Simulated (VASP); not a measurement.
Set up this calculation in VASP 6.6.1, as the native input.

- Task: single point
- Functional: LDA
- Potentials or basis: VASP PAW LDA potentials, release 64 (Sc_sv)
- Cutoff: 520 eV
- k mesh: 13 × 13 × 13
- Occupations: fermi-dirac, width 0.03 eV
- Spin: collinear spin
- Starting moments: [1.2] μB
- Fixed moment: 1.2 μB
- Dipole correction: no
- Further INCAR settings: ALGO = Normal; EDIFF = 1e-06; NBANDS = 16

The structure of Sc lies in POSCAR:

```
Sc
1.0
    0.0000000000      2.2600000000      2.2600000000
    2.2600000000      0.0000000000      2.2600000000
    2.2600000000      2.2600000000      0.0000000000
Sc
1
Direct
    0.0000000000      0.0000000000      0.0000000000
```

This isn't the form of Sc at room conditions, which is hcp.

One way to write it, as run:

INCAR

```
SYSTEM = Sc
  ALGO = Normal
  EDIFF = 1E-6
  ENCUT = 520
  ISIF = 2
  ISMEAR = -1
  ISPIN = 2
  LASPH = .TRUE.
  LCHARG = .TRUE.
  LELF = .TRUE.
  LMAXMIX = 4
  LORBIT = 11
  LREAL = .FALSE.
  LVHAR = .TRUE.
  LWAVE = .FALSE.
  MAGMOM = 1.2
  NBANDS = 16
  NELM = 150
  NUPDOWN = 1.2
  PREC = Accurate
  SIGMA = 0.03
```

KPOINTS

```
k-points
0
G
  13 13 13
  0 0 0
```

Potentials or basis: VASP PAW LDA potentials, release 64 (Sc_sv).

The run is started by

```sh
$ cat potpaw_LDA.64/Sc_sv/POTCAR > POTCAR
$ mpirun -np 1 vasp_std > vasp.out
```

It gave:

```yaml
Pressure: 1.4 GPa
Net_moment: 1.20 μB per cell
Site_moments: Sc +0.74 μB
Valence_electrons_inside_the_program's_atomic_spheres: Sc 9.49
```

Caveat: the total moment is fixed, so each spin has its own Fermi level.

It took 15 s on 1 thread of Intel(R) Xeon(R) 6975P-C (Granite Rapids) (shared host), peak memory 0.16 GiB.
